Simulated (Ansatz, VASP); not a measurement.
SnO2 in VASP and in Ansatz

```
Sn O
1.0
    -3.19042    3.33922    3.33922
     3.19042   -3.33922    3.33922
     3.13877    3.39329   -3.28516
Sn O
4 8
Direct
  0.00000 0.25000 0.75000
  0.00000 0.75000 0.25000
  0.50000 0.50000 0.50000
  0.50000 0.00000 0.00000
  0.19322 0.19326 0.49818
  0.69343 0.74901 0.94426
  0.19322 0.69325 0.99818
  0.30658 0.75099 0.55574
  0.69342 0.24901 0.44426
  0.30657 0.25099 0.05574
  0.80678 0.30675 0.00182
  0.80678 0.80674 0.50182
```

Alike in both runs: task single point; functional LDA; k mesh 6 × 6 × 6; occupations gaussian, width 0.02 eV; no spin polarisation.

|  | VASP | Ansatz |
| --- | --- | --- |
| version | VASP 6.6.1 | Ansatz 0.2.0 |
| potentials or method | VASP PAW LDA potentials, release 64 (Sn_d, O), cutoff 520 eV | scalar-relativistic, plane waves, PAW |
| valence electrons in the cell | 104 | 104 |

VASP gave:

```
gap on the k mesh at the Fermi level (eV)                     : 1.23
least direct gap on the mesh (eV)                             : 1.23
pressure (GPa)                                                : 1.5
traceless stress, the component that is largest in VASP (GPa) : -2.75
rms of the force components (eV/Å)                            : 0.011
```

Task: What did Ansatz give for the same quantities?

Result: gap on the k mesh at the Fermi level (eV): 1.19; least direct gap on the mesh (eV): 1.19; pressure (GPa): 0.4; traceless stress, the component that is largest in VASP (GPa): -2.57; rms of the force components (eV/Å): 0.002.

LDA's correlation is that of Perdew and Zunger in VASP and of Perdew and Wang (1992) in Ansatz. Atom by atom the forces differ by 0.012 eV/Å (rms over components). Ansatz's warnings: structure snapped to symmetry.
